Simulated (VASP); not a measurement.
# Ta (Im-3m) in VASP: notebook

Runs on Ta. Level: PBEsol. Tasks: electric field gradients.

Everything below comes from runs of VASP 6.6.1. Logs are shortened: lines on timing, memory, paths and dates and some standing lists are left out, and cuts for length are marked.

## 1. The cell of the first run

The structure is cubic, space group Im-3m (No. 229). The conventional cell has a = 3.258 Å, b = 3.258 Å, c = 3.258 Å, α = 90.00°, β = 90.00°, γ = 90.00°. Within 3.7 Å of Ta (site symmetry m-3m) lie 14 Ta at 2.82 to 3.26 Å.

## 2. Electric field gradients, PBEsol (volume scaled by 0.96)

INCAR reads:

```
SYSTEM = Ta
PREC = Accurate
ENCUT = 520
EDIFF = 1E-8
ISMEAR = -1
SIGMA = 0.08
LREAL = .FALSE.
LASPH = .TRUE.
NELM = 80
ALGO = Normal
ISIF = 2
LWAVE = .FALSE.
LCHARG = .FALSE.
GGA = PS
LEFG = .TRUE.
NBANDS = 12
```

KPOINTS reads:

```
regular mesh
0
G
  17 17 17
  0 0 0
```

POSCAR reads:

```
Ta
1.0
   -1.6289626696      1.6289626696      1.6289626696
    1.6289626696     -1.6289626696      1.6289626696
    1.6289626696      1.6289626696     -1.6289626696
Ta
1
Direct
    0.0000000000      0.0000000000      0.0000000000
```

Potentials or basis: VASP PAW PBE potentials, release 64 (Ta_pv).

Launch:

```console
$ cat potpaw_PBE.64/Ta_pv/POTCAR > POTCAR
$ mpirun -np 1 vasp_std > vasp.out
```

OUTCAR:

```text
SYSTEM = Ta
   PREC = Accurate
   ENCUT = 520
   EDIFF = 1E-8
   ISMEAR = -1
   LREAL = .FALSE.
   LASPH = .TRUE.
   NELM = 80
   ISIF = 2
   GGA = PS

 ion  position               nearest neighbor table
   1  0.000  0.000  0.000-

  LATTYP: Found a body centered cubic cell.
 ALAT       =     3.2579253392

  Lattice vectors:

 A1 = (  -1.6289626696,   1.6289626696,   1.6289626696)
 A2 = (   1.6289626696,  -1.6289626696,   1.6289626696)
 A3 = (   1.6289626696,   1.6289626696,  -1.6289626696)

Analysis of symmetry for initial positions (statically):
=====================================================================
 Subroutine PRICEL returns:
 Original cell was already a primitive cell.

 Routine SETGRP: Setting up the symmetry group for a
 body centered cubic supercell.

 Subroutine GETGRP returns: Found 48 space group operations
 (whereof 48 operations were pure point group operations)
 out of a pool of 48 trial point group operations.

The static configuration has the point symmetry O_h .

Analysis of symmetry for dynamics (positions and initial velocities):
=====================================================================
 Subroutine PRICEL returns:
 Original cell was already a primitive cell.

 Routine SETGRP: Setting up the symmetry group for a
 body centered cubic supercell.

 Subroutine GETGRP returns: Found 48 space group operations
 (whereof 48 operations were pure point group operations)
 out of a pool of 48 trial point group operations.

The dynamic configuration has the point symmetry O_h .

 Subroutine INISYM returns: Found 48 space group operations
 (whereof 48 operations are pure point group operations),
 and found     1 'primitive' translations

----------------------------------------------------------------------------------------

                                     Primitive cell

  volume of cell :      17.2899

  direct lattice vectors                    reciprocal lattice vectors
    -1.628962670  1.628962670  1.628962670     0.000000000  0.306943805  0.306943805
     1.628962670 -1.628962670  1.628962670     0.306943805  0.000000000  0.306943805
     1.628962670  1.628962670 -1.628962670     0.306943805  0.306943805  0.000000000

  length of vectors
     2.821446107  2.821446107  2.821446107     0.434084092  0.434084092  0.434084092

  position of ions in fractional coordinates (direct lattice)
     0.000000000  0.000000000  0.000000000

  ion indices of the primitive-cell ions
   primitive index   ion index
                 1           1

----------------------------------------------------------------------------------------

 KPOINTS: regular mesh

Automatic generation of k-mesh.
 Grid dimensions read from file:
 generate k-points for:   17   17   17

 Generating k-lattice:

  Cartesian coordinates                     Fractional coordinates (reciprocal lattice)
     0.000000000  0.018055518  0.018055518     0.058823529  0.000000000  0.000000000
     0.018055518  0.000000000  0.018055518     0.000000000  0.058823529  0.000000000
     0.018055518  0.018055518  0.000000000     0.000000000  0.000000000  0.058823529

  Length of vectors
     0.025534358  0.025534358  0.025534358

  Shift w.r.t. Gamma in fractional coordinates (k-lattice)
     0.000000000  0.000000000  0.000000000

 Subroutine IBZKPT returns following result:
 ===========================================

 Found    165 irreducible k-points:

 Following reciprocal coordinates:
            Coordinates               Weight
  0.000000  0.000000  0.000000      1.000000
  0.058824  0.000000  0.000000     12.000000
  0.117647  0.000000  0.000000     12.000000
  0.176471  0.000000  0.000000     12.000000
  0.235294  0.000000  0.000000     12.000000
  0.294118  0.000000  0.000000     12.000000
[... 16 lines left out ...]
  0.411765  0.117647 -0.000000     48.000000
  0.176471  0.176471  0.000000     24.000000
 [... further k-points ...]
   k-points           NKPTS =    165   k-points in BZ     NKDIM =    165   number of bands    NBANDS=     12
   number of dos      NEDOS =    301   number of ions     NIONS =      1
   total plane-waves  NPLWV =  13824
   dimension x,y,z NGX =    24 NGY =   24 NGZ =   24
   dimension x,y,z NGXF=    48 NGYF=   48 NGZF=   48
   ions per type =               1
   NGX,Y,Z   is equivalent  to a cutoff of  14.14, 14.14, 14.14 a.u.
   NGXF,Y,Z  is equivalent  to a cutoff of  28.28, 28.28, 28.28 a.u.
 SYSTEM =  Ta
   PREC   = accura    normal or accurate (medium, high low for compatibility)
   ISTART =      0    job   : 0-new  1-cont  2-samecut
   ICHARG =      2    charge: 1-file 2-atom 10-const
   ISPIN  =      1    spin polarized calculation?
   LNONCOLLINEAR =      F non collinear calculations
   LSORBIT =      F    spin-orbit coupling
   LASPH  =      T    aspherical Exc in radial PAW
   ENCUT  =  520.0 eV  38.22 Ry    6.18 a.u.   5.25  5.25  5.25*2*pi/ulx,y,z
   NELM   =     80;   NELMIN=  2; NELMDL= -5     # of ELM steps
   EDIFF  = 0.1E-07   stopping-criterion for ELM
   LREAL  =      F    real-space projection
   EDIFFG = 0.1E-06   stopping-criterion for IOM
   NSW    =      0    number of steps for IOM
   IBRION =     -1    ionic relax: 0-MD 1-quasi-New 2-CG
   NFREE  =      0    steps in history (QN), initial steepest desc. (CG)
   ISIF   =      2    stress and relaxation
   ISYM   =      2    0-nonsym 1-usesym 2-fastsym
   POTIM  = 0.5000    time-step for ionic-motion
   TEBEG  =    0.0;   TEEND  =   0.0 temperature during run
   PSTRESS=    0.0 pullay stress
   NELECT =      11.0000    total number of electrons
   NUPDOWN=      -1.0000    fix difference up-down
   EMIN   =  10.00;   EMAX   =-10.00  energy-range for DOS
   EFERMI =   0.00;   METHOD = LEGACY
   ISMEAR =    -1;   SIGMA  =   0.08  broadening in eV -4-tet -1-fermi 0-gaus
   EFERMI_NEDOS =   21; number of points for ismear=-14 and -15
   IALGO  =     38    algorithm
   IMIX   =      4    mixing-type and parameters
     AMIX     =   0.40;   BMIX     =  1.00
     AMIX_MAG =   1.60;   BMIX_MAG =  1.00
  volume/ion in A,a.u.               =      17.29       116.68
  Fermi-wavevector in a.u.,A,eV,Ry     =   1.408017  2.660767 26.973716  1.982512
  Thomas-Fermi vector in A             =   2.530218
   LORBIT       =      0    0 simple, 1 ext, 2 COOP (PROOUT), +10 PAW based schemes
   GGA     = PS    functional components
   LHFCALC =     F    Hartree Fock is set to
   AEXX    =    0.0000 exact exchange contribution
   IVDW    =     0    specifies the selected vdW correction
   LEPSILON=     F    determine dielectric tensor
   LRPA    =     F    only Hartree local field effects (RPA)
 non-spin polarized calculation
  energy-cutoff  :      520.00
  volume of cell :       17.29
 maximum number of plane-waves:       478
 NGX is ok and might be reduce to    24
   NGX = 11   NGY = 11   NGZ = 11

 number of electron      11.0000000 magnetization

 Free energy of the ion-electron system (eV)
  ---------------------------------------------------
  ext. energy  EPLUGINS =         0.00000000
  ---------------------------------------------------
  free energy    TOTEN  =       -12.55925965 eV

  energy without entropy =      -12.53279921  energy(sigma->0) =      -12.54602943

 E-fermi :   5.6457     XC(G=0): -12.9393

 val. band max:        5.6370844294   @ k =   0.1765   0.0588   0.0000
 cond. band min:       5.6598877186   @ k =  -0.2941   0.4118   0.1176
 fundamental gap:      0.0228032892
 Fermi energy:         5.6456763730

 k-point     1 :       0.0000    0.0000    0.0000
  band No.  band energies     occupation
      1     -27.2062      2.00000
      2     -27.2062      2.00000
      3     -27.2062      2.00000
      4      -2.4301      2.00000
      5       6.3726      0.00023
      6       6.3726      0.00023
      7       6.3726      0.00023
      8       9.7908      0.00000
      9       9.7908      0.00000
     10      20.4580      0.00000
     11      20.8893      0.00000
     12      20.8893      0.00000

 k-point     2 :       0.0588    0.0000    0.0000
  band No.  band energies     occupation
      1     -27.2563      2.00000
      2     -27.2213      2.00000
      3     -27.2065      2.00000
      4      -2.2663      2.00000
      5       6.2651      0.00087
      6       6.3424      0.00033
      7       6.5331      0.00003
      8       9.6125      0.00000
      9       9.7904      0.00000
     10      20.4579      0.00000
     11      21.0399      0.00000
     12      21.1742      0.00000
[... 316 lines left out ...]
 k-point    24 :       0.1765    0.1765    0.0000
  band No.  band energies     occupation
      1     -28.0805      2.00000
      2     -27.4956      2.00000
      3     -27.2969      2.00000
      4       0.9474      2.00000
      5       4.7083      1.99998
      6       5.0031      1.99935
      7       8.7795      0.00000
      8      10.5468      0.00000
      9      10.7231      0.00000
     10      20.4084      0.00000
     11      20.8193      0.00000
     12      22.9161      0.00000

 [... further k-points ...]
[... 5 lines left out ...]
  --------------------------------------------------------------------------------------
  -------------------------------------------------------------------------------------
  Total        0.5448716      0.5448716      0.5448716     -0.0000000      0.0000000     -0.0000000
  in kB       50.4906928     50.4906928     50.4906928     -0.0000000      0.0000000     -0.0000000
  external PRESSURE =      50.4906928 kB  Pullay stress =       0.0000000 kB

 VOLUME and BASIS-vectors are now :
 -----------------------------------------------------------------------------
  energy-cutoff  :      520.00
  volume of cell :       17.29
      direct lattice vectors                 reciprocal lattice vectors
    -1.628962670  1.628962670  1.628962670     0.000000000  0.306943805  0.306943805
     1.628962670 -1.628962670  1.628962670     0.306943805  0.000000000  0.306943805
     1.628962670  1.628962670 -1.628962670     0.306943805  0.306943805  0.000000000

 POSITION                                       TOTAL-FORCE (eV/Angst)
 -----------------------------------------------------------------------------------
      0.00000      0.00000      0.00000         0.000000      0.000000      0.000000
 -----------------------------------------------------------------------------------
    total drift:                               -0.000000      0.000000     -0.000000

  FREE ENERGIE OF THE ION-ELECTRON SYSTEM (eV)
  ---------------------------------------------------
  free  energy   TOTEN  =       -12.5592596488 eV

  energy  without entropy=      -12.5327992103  energy(sigma->0) =      -12.54602943

 Electric field gradients (V/A^2)
---------------------------------------------------------------------
 ion       V_xx      V_yy      V_zz      V_xy      V_xz      V_yz
---------------------------------------------------------------------
   1       0.000    -0.000    -0.000    -0.000    -0.000    -0.000
---------------------------------------------------------------------

 Electric field gradients after diagonalization (V/A^2)
 (convention: |V_zz| > |V_xx| > |V_yy|)
----------------------------------------------------------------------
 ion       V_xx      V_yy      V_zz     asymmetry (V_yy - V_xx)/ V_zz
----------------------------------------------------------------------
   1       0.000     0.000    -0.000       0.000
----------------------------------------------------------------------

           NMR quadrupolar parameters

 Cq : quadrupolar parameter    Cq=e*Q*V_zz/h
 eta: asymmetry parameters     (V_yy - V_xx)/ V_zz
 Q  : nuclear electric quadrupole moment in mb (millibarn)
----------------------------------------------------------------------
 ion       Cq(MHz)       eta       Q (mb)
----------------------------------------------------------------------
   1      -0.000       0.000       1.000
----------------------------------------------------------------------
```

Run time: 44 s. Hardware: 1 thread of Intel Xeon 8259CL, shared host; peak memory 0.17 GiB.

What came out:

```yaml
Free_energy: -12.5593 eV
Pressure: 5.0 GPa
```

Levels at points of the mesh, in eV from the Fermi level:
```csv
k point,band 4,band 5,band 6,band 7,band 8,band 9
"(0.00, 0.00, 0.00)",-8.08,0.73,0.73,0.73,4.15,4.15
```

Caveat: without QUAD_EFG the Cq values of the log hold for a quadrupole moment of 1 mb, not for the nuclei; the PAW data sets were made with another functional, which shifts forces and pressure a little; spin-orbit coupling is left out, which moves the levels of the heavy elements.

## 3. Electric field gradients, PBEsol (volume scaled by 0.96)

INCAR reads:

```
PREC     = Accurate       # precision mode
ENCUT    = 520            # plane-wave cutoff, eV
EDIFF    = 1E-8           # SCF threshold, eV
ISMEAR   = -1             # smearing method
SIGMA    = 0.08           # smearing width, eV
LREAL    = False          # projectors in reciprocal space
LASPH    = True           # aspherical terms in the spheres
NELM     = 100            # most SCF steps
ALGO     = Normal         # electronic algorithm
ISIF     = 2              # what is computed and relaxed
LWAVE    = False          # write WAVECAR
LCHARG   = False          # write CHGCAR
GGA      = PS             # functional
LEFG     = True         
NBANDS   = 12             # bands
```

KPOINTS reads:

```
Automatic mesh
0
Gamma
  17 17 17
```

POSCAR is that of step 2.

Potentials or basis: VASP PAW PBE potentials, release 64 (Ta_pv).

Launch:

```console
$ cat potpaw_PBE.64/Ta_pv/POTCAR > POTCAR
$ mpirun -np 1 vasp_std > vasp.out
```

OUTCAR:

```text
PREC = Accurate
   ENCUT = 520
   EDIFF = 1E-8
   ISMEAR = -1
   LREAL = False
   LASPH = True
   NELM = 100
   ISIF = 2
   GGA = PS

 ion  position               nearest neighbor table
   1  0.000  0.000  0.000-

  LATTYP: Found a body centered cubic cell.
 ALAT       =     3.2579253392

  Lattice vectors:

 A1 = (  -1.6289626696,   1.6289626696,   1.6289626696)
[... 567 lines left out ...]
    total drift:                               -0.000000      0.000000     -0.000000

  FREE ENERGIE OF THE ION-ELECTRON SYSTEM (eV)
  ---------------------------------------------------
  free  energy   TOTEN  =       -12.5592596488 eV

  energy  without entropy=      -12.5327992103  energy(sigma->0) =      -12.54602943

 Electric field gradients (V/A^2)
---------------------------------------------------------------------
 ion       V_xx      V_yy      V_zz      V_xy      V_xz      V_yz
---------------------------------------------------------------------
   1       0.000    -0.000    -0.000    -0.000    -0.000    -0.000
---------------------------------------------------------------------

 Electric field gradients after diagonalization (V/A^2)
 (convention: |V_zz| > |V_xx| > |V_yy|)
----------------------------------------------------------------------
 ion       V_xx      V_yy      V_zz     asymmetry (V_yy - V_xx)/ V_zz
----------------------------------------------------------------------
   1       0.000     0.000    -0.000       0.000
----------------------------------------------------------------------

           NMR quadrupolar parameters

 Cq : quadrupolar parameter    Cq=e*Q*V_zz/h
 eta: asymmetry parameters     (V_yy - V_xx)/ V_zz
 Q  : nuclear electric quadrupole moment in mb (millibarn)
----------------------------------------------------------------------
 ion       Cq(MHz)       eta       Q (mb)
----------------------------------------------------------------------
   1      -0.000       0.000       1.000
----------------------------------------------------------------------
```

stdout:

```text
POSCAR found type information on POSCAR Ta
 POSCAR found :  1 types and       1 ions
 scaLAPACK will be used
 -----------------------------------------------------------------------------
|                                                                             |
|                                                                             |
|     You enforced a specific xc type in the INCAR file but a different       |
|     I HOPE YOU KNOW WHAT YOU ARE DOING!                                     |
|                                                                             |
 -----------------------------------------------------------------------------

 LDA part: xc-table for (Slater+PW92), standard interpolation
 POSCAR, INCAR and KPOINTS ok, starting setup
 FFT: planning ... GRIDC
 FFT: planning ... GRID_SOFT
 FFT: planning ... GRID
 WAVECAR not read
 entering main loop
ion   1
```

It took 46 s on 1 thread of Intel Xeon 8259CL, shared host; peak memory 0.16 GiB.

What came out:

- Free energy: -12.5593 eV
- Pressure: 5.0 GPa

Caveat: without QUAD_EFG the Cq values of the log hold for a quadrupole moment of 1 mb, not for the nuclei; the PAW data sets were made with another functional, which shifts forces and pressure a little; spin-orbit coupling is left out, which moves the levels of the heavy elements.
